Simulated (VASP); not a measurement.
# HgTe (Cmcm) in VASP: a series of runs

Runs on HgTe. Level: PBEsol+D3(BJ). Tasks: single point.

All numbers are computed with VASP 6.6.1; they aren't measurements. Logs are shortened: lines on timing, memory, paths and dates and some standing lists are left out, and cuts for length are marked.

## Step 1: The cell of the first run

It takes space group Cmcm (No. 63, orthorhombic). Conventional cell: a = 5.985 Å, b = 6.934 Å, c = 5.798 Å, α = 90.00°, β = 90.00°, γ = 90.00°. Within 4.0 Å of Hg (site symmetry m2m) lie 6 Te at 3.02 to 3.87 Å and 2 Hg at 3.63 Å. Within 4.0 Å of Te (site symmetry m2m) lie 6 Hg at 3.02 to 3.87 Å.

## Step 2: Single point, PBEsol+D3(BJ)

The input, INCAR:

```
SYSTEM = HgTe
PREC     = Accurate       ! precision mode
ENCUT    = 520            ! plane-wave cutoff, eV
EDIFF    = 1E-6           ! SCF threshold, eV
ISMEAR   = -1             ! smearing method
SIGMA    = 0.05           ! smearing width, eV
LREAL    = .False.        ! projectors in reciprocal space
LASPH    = .True.         ! aspherical terms in the spheres
NELM     = 100            ! most SCF steps
ALGO     = Normal         ! electronic algorithm
ISIF     = 2              ! what is computed and relaxed
LWAVE    = .False.        ! write WAVECAR
LCHARG   = .True.         ! write CHGCAR
GGA      = PS             ! functional
IVDW     = 12             ! dispersion correction
LELF     = .True.         ! ELF
LVHAR    = .True.       
NBANDS   = 26             ! bands
```

The input, KPOINTS:

```
Automatic mesh
0
Gamma
  4 4 4
  0 0 0
```

The input, POSCAR:

```
HgTe
1.0
    2.9925180000     -3.4669290000      0.0000000000
    2.9925180000      3.4669290000      0.0000000000
    0.0000000000      0.0000000000      5.7981570000
Hg Te
2 2
Direct
    0.3430500000      0.6569500000      0.7500000000
    0.6569500000      0.3430500000      0.2500000000
    0.7848090000      0.2151910000      0.7500000000
    0.2151910000      0.7848090000      0.2500000000
```

Potentials or basis: VASP PAW PBE potentials, release 64 (Hg, Te).

Started as:

```sh
> cat potpaw_PBE.64/Hg/POTCAR potpaw_PBE.64/Te/POTCAR > POTCAR
> mpirun -np 1 vasp_std > vasp.out
```

OUTCAR:

```text
SYSTEM = HgTe
   PREC = Accurate
   ENCUT = 520
   EDIFF = 1E-6
   ISMEAR = -1
   LREAL = .False.
   LASPH = .True.
   NELM = 100
   ISIF = 2
   GGA = PS
   IVDW = 12
 IVDW          = 12

 ion  position               nearest neighbor table
   1  0.343  0.657  0.750-   3 3.02   3 3.02   4 3.03   4 3.03   3 3.06   2 3.63   2 3.63
   2  0.657  0.343  0.250-   4 3.02   4 3.02   3 3.03   3 3.03   4 3.06   1 3.63   1 3.63
   3  0.785  0.215  0.750-   1 3.02   1 3.02   2 3.03   2 3.03   1 3.06
   4  0.215  0.785  0.250-   2 3.02   2 3.02   1 3.03   1 3.03   2 3.06

  LATTYP: Found a base centered orthorhombic cell.
 ALAT       =     5.9850360000
 B/A-ratio  =     1.1585323798
 C/A-ratio  =     0.9687756264

  Lattice vectors:

 A1 = (   2.9925180000,  -3.4669290000,   0.0000000000)
 A2 = (   2.9925180000,   3.4669290000,   0.0000000000)
 A3 = (   0.0000000000,   0.0000000000,   5.7981570000)

Analysis of symmetry for initial positions (statically):
=====================================================================
 Subroutine PRICEL returns:
 Original cell was already a primitive cell.

 Routine SETGRP: Setting up the symmetry group for a
 base centered orthorhombic supercell.

 Subroutine GETGRP returns: Found  8 space group operations
 (whereof  4 operations were pure point group operations)
 out of a pool of  8 trial point group operations.

The static configuration has the point symmetry C_2h.
 The point group associated with its full space group is D_2h.

Analysis of symmetry for dynamics (positions and initial velocities):
=====================================================================
 Subroutine PRICEL returns:
 Original cell was already a primitive cell.

 Routine SETGRP: Setting up the symmetry group for a
 base centered orthorhombic supercell.

 Subroutine GETGRP returns: Found  8 space group operations
 (whereof  4 operations were pure point group operations)
 out of a pool of  8 trial point group operations.

The dynamic configuration has the point symmetry C_2h.
 The point group associated with its full space group is D_2h.

 Subroutine INISYM returns: Found  8 space group operations
 (whereof  4 operations are pure point group operations),
 and found     1 'primitive' translations

----------------------------------------------------------------------------------------

                                     Primitive cell

  volume of cell :     120.3100

  direct lattice vectors                    reciprocal lattice vectors
     2.992518000 -3.466929000  0.000000000     0.167083373 -0.144219856  0.000000000
     2.992518000  3.466929000  0.000000000     0.167083373  0.144219856  0.000000000
     0.000000000  0.000000000  5.798157000     0.000000000  0.000000000  0.172468596

  length of vectors
     4.579821030  4.579821030  5.798157000     0.220717512  0.220717512  0.172468596

  position of ions in fractional coordinates (direct lattice)
     0.343050000  0.656950000  0.750000000
     0.656950000  0.343050000  0.250000000
     0.784809000  0.215191000  0.750000000
     0.215191000  0.784809000  0.250000000

  ion indices of the primitive-cell ions
   primitive index   ion index
                 1           1
                 2           2
                 3           3
                 4           4

----------------------------------------------------------------------------------------

 KPOINTS: Automatic mesh

Automatic generation of k-mesh.
 Grid dimensions read from file:
 generate k-points for:    4    4    4

 Generating k-lattice:

  Cartesian coordinates                     Fractional coordinates (reciprocal lattice)
     0.041770843 -0.036054964  0.000000000     0.250000000 -0.000000000  0.000000000
     0.041770843  0.036054964  0.000000000    -0.000000000  0.250000000  0.000000000
     0.000000000  0.000000000  0.043117149     0.000000000  0.000000000  0.250000000

  Length of vectors
     0.055179378  0.055179378  0.043117149

  Shift w.r.t. Gamma in fractional coordinates (k-lattice)
     0.000000000  0.000000000  0.000000000

 Subroutine IBZKPT returns following result:
 ===========================================

 Found     21 irreducible k-points:

 Following reciprocal coordinates:
            Coordinates               Weight
  0.000000  0.000000  0.000000      1.000000
  0.250000  0.000000  0.000000      4.000000
  0.500000  0.000000  0.000000      2.000000
  0.250000  0.250000  0.000000      2.000000
  0.500000  0.250000  0.000000      4.000000
 -0.250000  0.250000  0.000000      2.000000
[... 13 lines left out ...]
 -0.250000  0.250000  0.500000      2.000000
  0.500000  0.500000  0.500000      1.000000
   k-points           NKPTS =     21   k-points in BZ     NKDIM =     21   number of bands    NBANDS=     26
   number of dos      NEDOS =    301   number of ions     NIONS =      4
   total plane-waves  NPLWV =  62208
   dimension x,y,z NGX =    36 NGY =   36 NGZ =   48
   dimension x,y,z NGXF=    72 NGYF=   72 NGZF=   96
   ions per type =               2   2
   NGX,Y,Z   is equivalent  to a cutoff of  13.07, 13.07, 13.76 a.u.
   NGXF,Y,Z  is equivalent  to a cutoff of  26.14, 26.14, 27.53 a.u.
 SYSTEM =  HgTe
   PREC   = accura    normal or accurate (medium, high low for compatibility)
   ISTART =      0    job   : 0-new  1-cont  2-samecut
   ICHARG =      2    charge: 1-file 2-atom 10-const
   ISPIN  =      1    spin polarized calculation?
   LNONCOLLINEAR =      F non collinear calculations
   LSORBIT =      F    spin-orbit coupling
   LASPH  =      T    aspherical Exc in radial PAW
   ENCUT  =  520.0 eV  38.22 Ry    6.18 a.u.   8.52  8.52 10.78*2*pi/ulx,y,z
   NELM   =    100;   NELMIN=  2; NELMDL= -5     # of ELM steps
   EDIFF  = 0.1E-05   stopping-criterion for ELM
   LREAL  =      F    real-space projection
   EDIFFG = 0.1E-04   stopping-criterion for IOM
   NSW    =      0    number of steps for IOM
   IBRION =     -1    ionic relax: 0-MD 1-quasi-New 2-CG
   NFREE  =      0    steps in history (QN), initial steepest desc. (CG)
   ISIF   =      2    stress and relaxation
   ISYM   =      2    0-nonsym 1-usesym 2-fastsym
   POTIM  = 0.5000    time-step for ionic-motion
   TEBEG  =    0.0;   TEEND  =   0.0 temperature during run
   PSTRESS=    0.0 pullay stress
   NELECT =      36.0000    total number of electrons
   NUPDOWN=      -1.0000    fix difference up-down
   EMIN   =  10.00;   EMAX   =-10.00  energy-range for DOS
   EFERMI =   0.00;   METHOD = LEGACY
   ISMEAR =    -1;   SIGMA  =   0.05  broadening in eV -4-tet -1-fermi 0-gaus
   EFERMI_NEDOS =   21; number of points for ismear=-14 and -15
   IALGO  =     38    algorithm
   IMIX   =      4    mixing-type and parameters
     AMIX     =   0.40;   BMIX     =  1.00
     AMIX_MAG =   1.60;   BMIX_MAG =  1.00
  volume/ion in A,a.u.               =      30.08       202.97
  Fermi-wavevector in a.u.,A,eV,Ry     =   1.094986  2.069223 16.313299  1.198994
  Thomas-Fermi vector in A             =   2.231301
   LORBIT       =      0    0 simple, 1 ext, 2 COOP (PROOUT), +10 PAW based schemes
   GGA     = PS    functional components
   LHFCALC =     F    Hartree Fock is set to
   AEXX    =    0.0000 exact exchange contribution
   IVDW    =    12    specifies the selected vdW correction
   LEPSILON=     F    determine dielectric tensor
   LRPA    =     F    only Hartree local field effects (RPA)
 non-spin polarized calculation
  energy-cutoff  :      520.00
  volume of cell :      120.31
 maximum number of plane-waves:      3256
 NGX is ok and might be reduce to    36
   NGX = 17   NGY = 17   NGZ = 21

 number of electron      36.0000001 magnetization

 Free energy of the ion-electron system (eV)
  ---------------------------------------------------
  ext. energy  EPLUGINS =         0.00000000
  ---------------------------------------------------
  free energy    TOTEN  =        -8.19214878 eV

  energy without entropy =       -8.17696597  energy(sigma->0) =       -8.18455737

 E-fermi :   3.7199     XC(G=0):  -9.7492

 val. band max:        3.6497409035   @ k =   0.2500   0.0000   0.2500
 cond. band min:       3.7586477055   @ k =   0.5000   0.2500   0.0000
 fundamental gap:      0.1089068019
 Fermi energy:         3.7199395150

 k-point     1 :       0.0000    0.0000    0.0000
  band No.  band energies     occupation
      1      -8.1217      2.00000
      2      -7.0110      2.00000
      3      -3.0825      2.00000
      4      -2.9896      2.00000
      5      -2.9605      2.00000
      6      -2.9101      2.00000
[... 18 lines left out ...]
     25      10.6244      0.00000
     26      10.9525      0.00000

 k-point     2 :       0.2500    0.0000    0.0000
  band No.  band energies     occupation
      1      -7.8440      2.00000
      2      -6.9924      2.00000
      3      -3.1875      2.00000
      4      -3.0750      2.00000
      5      -3.0102      2.00000
      6      -2.9123      2.00000
[... 18 lines left out ...]
     25      10.5071      0.00000
     26      10.6776      0.00000

 k-point     3 :       0.5000    0.0000    0.0000
  band No.  band energies     occupation
      1      -7.2977      2.00000
      2      -7.2215      2.00000
      3      -3.2675      2.00000
      4      -3.1513      2.00000
      5      -3.0564      2.00000
      6      -3.0375      2.00000
[... 18 lines left out ...]
     25       9.2026      0.00000
     26      10.2436      0.00000

 k-point     4 :       0.2500    0.2500    0.0000
  band No.  band energies     occupation
      1      -7.5228      2.00000
      2      -7.0328      2.00000
      3      -3.2424      2.00000
      4      -3.1601      2.00000
      5      -3.0707      2.00000
      6      -2.8658      2.00000
[... 18 lines left out ...]
     25       9.8480      0.00000
     26      11.2344      0.00000

 k-point     5 :       0.5000    0.2500    0.0000
  band No.  band energies     occupation
      1      -7.3586      2.00000
      2      -7.1423      2.00000
      3      -3.0805      2.00000
      4      -3.0525      2.00000
      5      -2.9539      2.00000
      6      -2.9513      2.00000
[... 18 lines left out ...]
     25      10.8128      0.00000
     26      11.6139      0.00000

 k-point     6 :      -0.2500    0.2500    0.0000
  band No.  band energies     occupation
      1      -7.7620      2.00000
      2      -7.0231      2.00000
      3      -3.1237      2.00000
      4      -2.9771      2.00000
      5      -2.9513      2.00000
      6      -2.9402      2.00000
[... 340 lines left out ...]
 k-point    18 :       0.2500    0.2500    0.5000
  band No.  band energies     occupation
      1      -7.1217      2.00000
      2      -7.1217      2.00000
      3      -3.2600      2.00000
      4      -3.2600      2.00000
      5      -3.2182      2.00000
      6      -3.2182      2.00000
[... 18 lines left out ...]
     25       9.8581      0.00000
     26       9.8581      0.00000

 k-point    19 :       0.5000    0.2500    0.5000
  band No.  band energies     occupation
      1      -7.0937      2.00000
      2      -7.0937      2.00000
      3      -3.2335      2.00000
      4      -3.2335      2.00000
      5      -3.0280      2.00000
      6      -3.0280      2.00000
[... 18 lines left out ...]
     25      10.6396      0.00000
     26      10.6396      0.00000

 k-point    20 :      -0.2500    0.2500    0.5000
  band No.  band energies     occupation
      1      -7.2764      2.00000
      2      -7.2764      2.00000
      3      -3.2104      2.00000
      4      -3.2104      2.00000
      5      -2.9577      2.00000
      6      -2.9577      2.00000
[... 18 lines left out ...]
     25       9.9440      0.00000
     26       9.9440      0.00000

 k-point    21 :       0.5000    0.5000    0.5000
  band No.  band energies     occupation
      1      -7.1061      2.00000
      2      -7.1061      2.00000
      3      -3.2144      2.00000
      4      -3.2144      2.00000
      5      -2.8847      2.00000
      6      -2.8847      2.00000
[... 18 lines left out ...]
     25      10.8743      0.00000
     26      10.8743      0.00000

------------------------ aborting loop because EDIFF is reached ----------------------------------------

 Edisp (eV)   -1.56713

 E8    (eV) :    -1.0633

  FORCE on cell =-STRESS in cart. coord.  units (eV):
  Direction    XX          YY          ZZ          XY          YZ          ZX
  --------------------------------------------------------------------------------------
  -------------------------------------------------------------------------------------
  Total      -4.02624    -3.25945    -4.44037     0.00000    -0.00000     0.00000
  in kB     -53.61774   -43.40636   -59.13279     0.00000    -0.00000     0.00000
  external pressure =      -52.05 kB  Pullay stress =        0.00 kB

 VOLUME and BASIS-vectors are now :
 -----------------------------------------------------------------------------
  energy-cutoff  :      520.00
  volume of cell :      120.31
      direct lattice vectors                 reciprocal lattice vectors
     2.992518000 -3.466929000  0.000000000     0.167083373 -0.144219856  0.000000000
     2.992518000  3.466929000  0.000000000     0.167083373  0.144219856  0.000000000
     0.000000000  0.000000000  5.798157000     0.000000000  0.000000000  0.172468596

 POSITION                                       TOTAL-FORCE (eV/Angst)
 -----------------------------------------------------------------------------------
      2.99252      1.08827      4.34862         0.000000     -0.012011      0.000000
      2.99252     -1.08827      1.44954         0.000000      0.012011      0.000000
      2.99252     -1.97483      4.34862         0.000000      0.145385     -0.000000
      2.99252      1.97483      1.44954         0.000000     -0.145385      0.000000
 -----------------------------------------------------------------------------------
    total drift:                               -0.000000      0.000000     -0.000000

  FREE ENERGIE OF THE ION-ELECTRON SYSTEM (eV)
  ---------------------------------------------------
  free  energy   TOTEN  =        -9.7592767378 eV

  energy  without entropy=       -9.7440939267  energy(sigma->0) =       -9.75168533
```

Wall time 55 s (1 thread of Intel Xeon Platinum 8375C at 2.90GHz (Ice Lake), shared host); peak memory 0.27 GiB.

What came out:

```
Free energy                : -9.7593 eV
Pressure                   : -5.2 GPa
Largest force              : 0.145 eV/Å
Band gap on the k mesh     : zero (bands 18 and 19 overlap by 2.07 eV)
Dispersion energy per atom : -0.392 eV
```

Forces on the atoms (eV/Å):
```
Hg   0.000 -0.012  0.000
Hg   0.000  0.012  0.000
Te   0.000  0.145  0.000
Te   0.000 -0.145  0.000
```

Stress tensor (GPa, compression positive):
```
-5.36  0.00  0.00
 0.00 -4.34  0.00
 0.00  0.00 -5.91
```

Levels at points of the mesh, in eV from the Fermi level:
```tsv
k point	band 16	band 17	band 18	band 19	band 20	band 21
(0.00, 0.00, 0.00)	-2.50	-0.99	-0.47	-0.37	-0.10	4.06
(0.50, 0.00, 0.00)	-1.90	-0.83	-0.52	1.41	2.45	2.90
(0.50, 0.50, 0.00)	-1.96	-1.79	-1.75	-1.72	-1.41	3.23
(0.00, 0.00, 0.50)	-1.80	-1.23	-1.23	1.42	1.42	4.77
(0.50, 0.00, 0.50)	-0.88	0.24	0.24	1.89	1.89	3.74
(0.50, 0.50, 0.50)	-3.11	-2.93	-2.93	2.07	2.07	5.54
```

Caveat: three body term missing; the cell stands under tension; the PAW data sets were made with another functional, which shifts forces and pressure a little; spin-orbit coupling is left out, which moves the levels of the heavy elements.

## Step 3: Single point, PBEsol+D3(BJ)

This run uses another cell than the first one, of 30.68 Å³/atom.

The input, INCAR:

```
PREC     = Accurate       # precision mode
ENCUT    = 520            # plane-wave cutoff, eV
EDIFF    = 1E-7           # SCF threshold, eV
ISMEAR   = -1             # smearing method
SIGMA    = 0.05           # smearing width, eV
LREAL    = False          # projectors in reciprocal space
LASPH    = True           # aspherical terms in the spheres
NELM     = 100            # most SCF steps
ALGO     = Normal         # electronic algorithm
ISIF     = 2              # what is computed and relaxed
LWAVE    = False          # write WAVECAR
LCHARG   = False          # write CHGCAR
GGA      = PS             # functional
IVDW     = 12             # dispersion correction
NBANDS   = 26             # bands
```

The input, KPOINTS:

```
regular mesh
0
Gamma
  4 4 4
```

The input, POSCAR:

```
HgTe
1.0
    3.0123365776     -3.4898894638      0.0000000000
    3.0123365776      3.4898894638      0.0000000000
    0.0000000000      0.0000000000      5.8365565098
Hg Te
2 2
Direct
    0.3430500000      0.6569500000      0.7500000000
    0.6569500000      0.3430500000      0.2500000000
    0.7848090000      0.2151910000      0.7500000000
    0.2151910000      0.7848090000      0.2500000000
```

Potentials or basis: VASP PAW PBE potentials, release 64 (Hg, Te).

Started as:

```sh
> cat potpaw_PBE.64/Hg/POTCAR potpaw_PBE.64/Te/POTCAR > POTCAR
> mpirun -np 1 vasp_std > vasp.out
```

Wall time 59 s (1 thread of Intel Xeon Platinum 8375C at 2.90GHz (Ice Lake), shared host); peak memory 0.26 GiB.

The run converged. Its results:

```yaml
Free_energy: -9.6770 eV
Pressure: -5.8 GPa
Largest_force: 0.198 eV/Å
Band_gap_on_the_k_mesh: zero (bands 18 and 19 overlap by 1.99 eV)
Dispersion_energy_per_atom: -0.384 eV
```

Forces in eV/Å, atoms in the order of the input:
```
Hg   0.000 -0.020  0.000
Hg   0.000  0.020  0.000
Te   0.000  0.198  0.000
Te   0.000 -0.198  0.000
```

Stress tensor (GPa, compression positive):
```
-6.07  0.00  0.00
 0.00 -4.80  0.00
 0.00  0.00 -6.60
```

Levels at points of the mesh, in eV from the Fermi level:
```csv
k point,band 16,band 17,band 18,band 19,band 20,band 21
"(0.00, 0.00, 0.00)",-2.44,-0.96,-0.48,-0.36,-0.10,4.08
"(0.50, 0.00, 0.00)",-1.86,-0.82,-0.50,1.39,2.41,2.89
"(0.50, 0.50, 0.00)",-1.95,-1.74,-1.69,-1.66,-1.37,3.26
"(0.00, 0.00, 0.50)",-1.75,-1.19,-1.19,1.38,1.38,4.75
"(0.50, 0.00, 0.50)",-0.86,0.23,0.23,1.87,1.87,3.72
"(0.50, 0.50, 0.50)",-3.02,-2.85,-2.85,2.02,2.02,5.49
```

Caveat: three body term missing; the cell stands under tension; the PAW data sets were made with another functional, which shifts forces and pressure a little; spin-orbit coupling is left out, which moves the levels of the heavy elements.

[end of part 1 of 2]
